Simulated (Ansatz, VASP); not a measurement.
## KF: VASP beside Ansatz

File POSCAR:

```
KF
1.0
    0.0000000000      2.9354012355      2.9354012355
    2.9354012355      0.0000000000      2.9354012355
    2.9354012355      2.9354012355      0.0000000000
K F
1 1
Direct
    0.0000000000      0.0000000000      0.0000000000
    0.2500000000      0.2500000000      0.2500000000
```

File INCAR.step1:

```
  PREC = Accurate
  ENCUT = 520
  ISMEAR = 0
  SIGMA = 0.01
  LREAL = False
  LASPH = True
  NELM = 60
  NBANDS = 15
  GGA = PE
  ALGO = Normal
  EDIFF = 1E-4
  LWAVE = True
  LCHARG = False
```

The input INCAR.step2:

```
  PREC = Accurate
  ENCUT = 520
  EDIFF = 1E-6
  ISMEAR = 0
  SIGMA = 0.01
  LREAL = False
  LASPH = True
  NELM = 60
  ALGO = Normal
  ISIF = 2
  LWAVE = False
  LCHARG = False
  METAGGA = R2SCAN
  LMIXTAU = True
  NBANDS = 15
  ISTART = 1
```

The input KPOINTS:

```
regular mesh
0
Gamma
  8 8 8
```

Input for Ansatz:

```yaml
crystal:
  lattice:
    - [0.0, 2.9354012355, 2.9354012355]
    - [2.9354012355, 0.0, 2.9354012355]
    - [2.9354012355, 2.9354012355, 0.0]
  atoms:
    - { symbol: K, position: [0.0, 0.0, 0.0] }
    - { symbol: F, position: [0.25, 0.25, 0.25] }
kpoints:
  mp_grid: { grid: [8, 8, 8] }
  band_path:
    path:
      - [0.0, 0.0, 0.0]
      - [-0.5, -0.5, 0.0]
      - [-0.375, -0.375, 0.25]
      - [-0.375, 0.0, 0.375]
      - [0.0, 0.0, 0.5]
      - [-0.5, -0.25, 0.25]
      - [0.25, -0.5, -0.25]
    npoints: 1
hamiltonian:
  xc: r2scan
scf:
  occupations: { method: fixed }
  n_extra_bands: 4
output:
  forces: true
  stress: true
  eigenvalues: true
```

Alike in both runs: task single point; functional r2SCAN; k mesh 8 × 8 × 8; no spin polarisation.

```csv
,VASP,Ansatz
version,VASP 6.6.1,Ansatz 0.2.0
potentials or method,"VASP PAW PBE potentials, release 64 (K_sv, F)","plane waves, PAW"
plane-wave cutoff (eV),520,500
occupations,"gaussian, width 0.01 eV",fixed
valence electrons in the cell,16,16
```

|  | VASP | Ansatz | Ansatz less VASP |
| --- | --- | --- | --- |
| gap on the k mesh at the Fermi level (eV) | 5.74 | 5.75 | +0.005 |
| pressure (GPa) | 0.0 | 0.0 | +0.01 |

VASP's potentials were made for PBE, not for r2SCAN.
